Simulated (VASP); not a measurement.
A run of VASP 6.6.1:

Contents of INCAR:

```
SYSTEM = WC
PREC = Accurate
ENCUT = 520
EDIFF = 1E-7
ISMEAR = -1
SIGMA = 0.05
LREAL = .False.
LASPH = .True.
NELM = 80
ALGO = Normal
ISIF = 2
LWAVE = .False.
LCHARG = .True.
GGA = RE
LELF = .True.
LVHAR = .True.
NBANDS = 16
```

Contents of KPOINTS:

```
regular mesh
0
Gamma
  10 10 9
  0 0 0
```

Contents of POSCAR:

```
WC
1.0
    2.8672181576      0.0000000000      0.0000000000
   -1.4336090788      2.4830837627      0.0000000000
    0.0000000000      0.0000000000      2.7982628680
W C
1 1
Direct
    0.0000000000      0.0000000000      0.0000000000
    0.6666666667      0.3333333333      0.5000000000
```

Potentials or basis: VASP PAW PBE potentials, release 64 (W_sv, C).

Run with:

```bash
$ cat potpaw_PBE.64/W_sv/POTCAR potpaw_PBE.64/C/POTCAR > POTCAR
$ mpirun -np 1 vasp_std > vasp.out
```

Hardware: 1 thread of Intel(R) Xeon(R) Platinum 8259CL CPU @ 2.50GHz (Skylake/Cascade Lake) (shared host).

**Question.** How long does it take, and how much memory?

**Answer.** It took 14 s on 1 thread of Intel(R) Xeon(R) Platinum 8259CL CPU @ 2.50GHz (Skylake/Cascade Lake) (shared host), peak memory 0.15 GiB. Counts: scf iterations 13, k points 70.
